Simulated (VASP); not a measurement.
# HfN (Fm-3m) in VASP: further runs, part 2 of 2

VASP 6.6.1.

## 3. Single point, PBE

The input, INCAR:

```
SYSTEM = HfN
PREC = Accurate
ENCUT = 520
EDIFF = 1E-6
ISMEAR = 0
SIGMA = 0.15
LREAL = .FALSE.
LASPH = .TRUE.
NELM = 80
ALGO = Normal
ISIF = 2
LWAVE = .FALSE.
LCHARG = .TRUE.
GGA = PE
LELF = .TRUE.
LVHAR = .TRUE.
NBANDS = 14
```

The input, KPOINTS:

```
Automatic mesh
0
G
  16 16 16
  0 0 0
```

The input, POSCAR:

```
HfN
1.0
    0.0000000000      2.2738140414      2.2738140414
    2.2738140414      0.0000000000      2.2738140414
    2.2738140414      2.2738140414      0.0000000000
Hf N
1 1
Direct
    0.0000000000      0.0000000000      0.0000000000
    0.5000000000      0.5000000000      0.5000000000
```

Potentials or basis: VASP PAW PBE potentials, release 64 (Hf_pv, N).

Launch:

```bash
$ cat potpaw_PBE.64/Hf_pv/POTCAR potpaw_PBE.64/N/POTCAR > POTCAR
$ mpirun -np 1 vasp_std > vasp.out
```

OUTCAR:

```text
SYSTEM = HfN
   PREC = Accurate
   ENCUT = 520
   EDIFF = 1E-6
   ISMEAR = 0
   LREAL = .FALSE.
   LASPH = .TRUE.
   NELM = 80
   ISIF = 2
   GGA = PE

 ion  position               nearest neighbor table
   1  0.000  0.000  0.000-   2 2.27   2 2.27   2 2.27   2 2.27   2 2.27   2 2.27
   2  0.500  0.500  0.500-   1 2.27   1 2.27   1 2.27   1 2.27   1 2.27   1 2.27

  LATTYP: Found a face centered cubic cell.
 ALAT       =     4.5476280828

  Lattice vectors:

 A1 = (   0.0000000000,   2.2738140414,   2.2738140414)
 A2 = (   2.2738140414,   0.0000000000,   2.2738140414)
 A3 = (   2.2738140414,   2.2738140414,   0.0000000000)

Analysis of symmetry for initial positions (statically):
=====================================================================
 Subroutine PRICEL returns:
 Original cell was already a primitive cell.

 Routine SETGRP: Setting up the symmetry group for a
 face centered cubic supercell.

 Subroutine GETGRP returns: Found 48 space group operations
 (whereof 48 operations were pure point group operations)
 out of a pool of 48 trial point group operations.

The static configuration has the point symmetry O_h .

Analysis of symmetry for dynamics (positions and initial velocities):
=====================================================================
 Subroutine PRICEL returns:
 Original cell was already a primitive cell.

 Routine SETGRP: Setting up the symmetry group for a
 face centered cubic supercell.

 Subroutine GETGRP returns: Found 48 space group operations
 (whereof 48 operations were pure point group operations)
 out of a pool of 48 trial point group operations.

The dynamic configuration has the point symmetry O_h .

 Subroutine INISYM returns: Found 48 space group operations
 (whereof 48 operations are pure point group operations),
 and found     1 'primitive' translations

----------------------------------------------------------------------------------------

                                     Primitive cell

  volume of cell :      23.5123

  direct lattice vectors                    reciprocal lattice vectors
     0.000000000  2.273814041  2.273814041    -0.219894851  0.219894851  0.219894851
     2.273814041  0.000000000  2.273814041     0.219894851 -0.219894851  0.219894851
     2.273814041  2.273814041  0.000000000     0.219894851  0.219894851 -0.219894851

  length of vectors
     3.215658656  3.215658656  3.215658656     0.380869054  0.380869054  0.380869054

  position of ions in fractional coordinates (direct lattice)
     0.000000000  0.000000000  0.000000000
     0.500000000  0.500000000  0.500000000

  ion indices of the primitive-cell ions
   primitive index   ion index
                 1           1
                 2           2

----------------------------------------------------------------------------------------

 KPOINTS: Automatic mesh

Automatic generation of k-mesh.
 Grid dimensions read from file:
 generate k-points for:   16   16   16

 Generating k-lattice:

  Cartesian coordinates                     Fractional coordinates (reciprocal lattice)
    -0.013743428  0.013743428  0.013743428     0.062500000  0.000000000  0.000000000
     0.013743428 -0.013743428  0.013743428     0.000000000  0.062500000  0.000000000
     0.013743428  0.013743428 -0.013743428     0.000000000  0.000000000  0.062500000

  Length of vectors
     0.023804316  0.023804316  0.023804316

  Shift w.r.t. Gamma in fractional coordinates (k-lattice)
     0.000000000  0.000000000  0.000000000
[... 37 lines left out ...]
   dimension x,y,z NGXF=    48 NGYF=   48 NGZF=   48
   ions per type =               1   1
   NGX,Y,Z   is equivalent  to a cutoff of  12.41, 12.41, 12.41 a.u.
   NGXF,Y,Z  is equivalent  to a cutoff of  24.82, 24.82, 24.82 a.u.
 SYSTEM =  HfN
   PREC   = accura    normal or accurate (medium, high low for compatibility)
   ISTART =      0    job   : 0-new  1-cont  2-samecut
   ICHARG =      2    charge: 1-file 2-atom 10-const
   ISPIN  =      1    spin polarized calculation?
   LNONCOLLINEAR =      F non collinear calculations
   LSORBIT =      F    spin-orbit coupling
   LASPH  =      T    aspherical Exc in radial PAW
   ENCUT  =  520.0 eV  38.22 Ry    6.18 a.u.   5.98  5.98  5.98*2*pi/ulx,y,z
   NELM   =     80;   NELMIN=  2; NELMDL= -5     # of ELM steps
   EDIFF  = 0.1E-05   stopping-criterion for ELM
   LREAL  =      F    real-space projection
   EDIFFG = 0.1E-04   stopping-criterion for IOM
   NSW    =      0    number of steps for IOM
   IBRION =     -1    ionic relax: 0-MD 1-quasi-New 2-CG
   NFREE  =      0    steps in history (QN), initial steepest desc. (CG)
   ISIF   =      2    stress and relaxation
   ISYM   =      2    0-nonsym 1-usesym 2-fastsym
   POTIM  = 0.5000    time-step for ionic-motion
   TEBEG  =    0.0;   TEEND  =   0.0 temperature during run
   PSTRESS=    0.0 pullay stress
   NELECT =      15.0000    total number of electrons
   NUPDOWN=      -1.0000    fix difference up-down
   EMIN   =  10.00;   EMAX   =-10.00  energy-range for DOS
   EFERMI =   0.00;   METHOD = LEGACY
   ISMEAR =     0;   SIGMA  =   0.15  broadening in eV -4-tet -1-fermi 0-gaus
   EFERMI_NEDOS =   21; number of points for ismear=-14 and -15
   IALGO  =     38    algorithm
   IMIX   =      4    mixing-type and parameters
     AMIX     =   0.40;   BMIX     =  1.00
     AMIX_MAG =   1.60;   BMIX_MAG =  1.00
  volume/ion in A,a.u.               =      11.76        79.33
  Fermi-wavevector in a.u.,A,eV,Ry     =   1.409311  2.663212 27.023330  1.986159
  Thomas-Fermi vector in A             =   2.531380
   LORBIT       =      0    0 simple, 1 ext, 2 COOP (PROOUT), +10 PAW based schemes
   GGA     = PE    functional components
   LHFCALC =     F    Hartree Fock is set to
   AEXX    =    0.0000 exact exchange contribution
   IVDW    =     0    specifies the selected vdW correction
   LEPSILON=     F    determine dielectric tensor
   LRPA    =     F    only Hartree local field effects (RPA)
 non-spin polarized calculation
 Gauss-broadening in eV      SIGMA  =   0.15
  energy-cutoff  :      520.00
  volume of cell :       23.51
 maximum number of plane-waves:       648
   NGX = 11   NGY = 11   NGZ = 11

 number of electron      15.0000000 magnetization

 Free energy of the ion-electron system (eV)
  ---------------------------------------------------
  ext. energy  EPLUGINS =         0.00000000
  ---------------------------------------------------
  free energy    TOTEN  =       -21.76056243 eV

  energy without entropy =      -21.75406012  energy(sigma->0) =      -21.75731127

 E-fermi :   8.2164     XC(G=0): -12.6296

 val. band max:        8.2144914240   @ k =   0.3750   0.1250   0.0000
 cond. band min:       8.2304919008   @ k =   0.0625   0.0625   0.0000
 fundamental gap:      0.0160004768
 Fermi energy:         8.2164333307

 k-point     1 :       0.0000    0.0000    0.0000
  band No.  band energies     occupation
      1     -23.0193      2.00000
      2     -23.0193      2.00000
      3     -23.0193      2.00000
      4      -9.1828      2.00000
      5       5.2064      2.00000
      6       5.2064      2.00000
      7       5.2064      2.00000
      8       7.8747      1.99873
      9       7.8747      1.99873
     10       7.8747      1.99873
     11       9.8220      0.00000
     12      10.1321      0.00000
     13      10.1321      0.00000
     14      17.7280      0.00000
[... 377 lines left out ...]
      1     -23.1079      2.00000
      2     -23.0417      2.00000
      3     -23.0212      2.00000
      4      -8.9575      2.00000
      5       4.2000      2.00000
      6       4.5632      2.00000
      7       4.8660      2.00000
      8       8.0325      1.91708
      9       8.0451      1.89381
     10       8.4692      0.01716
     11      10.1528      0.00000
     12      10.9301      0.00000
     13      11.1377      0.00000
     14      18.5040      0.00000

 [... further k-points ...]

------------------------ aborting loop because EDIFF is reached ----------------------------------------

  FORCE on cell =-STRESS in cart. coord.  units (eV):
  Direction    XX          YY          ZZ          XY          YZ          ZX
  --------------------------------------------------------------------------------------
  -------------------------------------------------------------------------------------
  Total       -0.3388913     -0.3388913     -0.3388913      0.0000000      0.0000000      0.0000000
  in kB      -23.0927750    -23.0927750    -23.0927750      0.0000000      0.0000000      0.0000000
  external PRESSURE =     -23.0927750 kB  Pullay stress =       0.0000000 kB

 VOLUME and BASIS-vectors are now :
 -----------------------------------------------------------------------------
  energy-cutoff  :      520.00
  volume of cell :       23.51
      direct lattice vectors                 reciprocal lattice vectors
     0.000000000  2.273814041  2.273814041    -0.219894851  0.219894851  0.219894851
     2.273814041  0.000000000  2.273814041     0.219894851 -0.219894851  0.219894851
     2.273814041  2.273814041  0.000000000     0.219894851  0.219894851 -0.219894851

 POSITION                                       TOTAL-FORCE (eV/Angst)
 -----------------------------------------------------------------------------------
      0.00000      0.00000      0.00000         0.000000      0.000000      0.000000
      2.27381      2.27381      2.27381        -0.000000      0.000000      0.000000
 -----------------------------------------------------------------------------------
    total drift:                                0.000000     -0.000000     -0.000000

  FREE ENERGIE OF THE ION-ELECTRON SYSTEM (eV)
  ---------------------------------------------------
  free  energy   TOTEN  =       -21.7605624299 eV

  energy  without entropy=      -21.7540601169  energy(sigma->0) =      -21.75731127
```

OSZICAR:

```text
N       E                     dE             d eps       ncg     rms          rms(c)
DAV:   1     0.386850072898E+02    0.38685E+02   -0.77903E+03  4068   0.101E+03
DAV:   2    -0.227445580531E+02   -0.61430E+02   -0.57586E+02  5474   0.235E+02
DAV:   3    -0.247599539363E+02   -0.20154E+01   -0.20074E+01  4600   0.353E+01
DAV:   4    -0.247674254443E+02   -0.74715E-02   -0.74694E-02  4990   0.252E+00
DAV:   5    -0.247674732705E+02   -0.47826E-04   -0.47825E-04  4508   0.173E-01    0.471E+01
DAV:   6    -0.218753244070E+02    0.28921E+01   -0.83377E+00  4438   0.220E+01    0.404E+01
DAV:   7    -0.217899095608E+02    0.85415E-01   -0.46126E-01  5128   0.604E+00    0.262E+01
DAV:   8    -0.217670469290E+02    0.22863E-01   -0.12215E-01  4654   0.300E+00    0.620E+00
DAV:   9    -0.217606662042E+02    0.63807E-02   -0.17373E-02  4552   0.106E+00    0.198E+00
DAV:  10    -0.217605973914E+02    0.68813E-04   -0.10895E-03  5392   0.317E-01    0.458E-01
DAV:  11    -0.217605645320E+02    0.32859E-04   -0.71341E-05  4954   0.836E-02    0.115E-01
DAV:  12    -0.217605625994E+02    0.19326E-05   -0.81369E-06  5444   0.241E-02    0.140E-02
DAV:  13    -0.217605624299E+02    0.16949E-06   -0.19443E-07  2708   0.462E-03
   1 F= -.21760562E+02 E0= -.21757311E+02  d E =-.650231E-02
```

Wall time 42 s (1 thread of Intel Xeon 8259CL, shared host); peak memory 0.17 GiB.

Results:

```
Free energy : -21.7606 eV
Pressure    : -2.3 GPa
```

Caveat: spin-orbit coupling is left out, which moves the levels of the heavy elements.
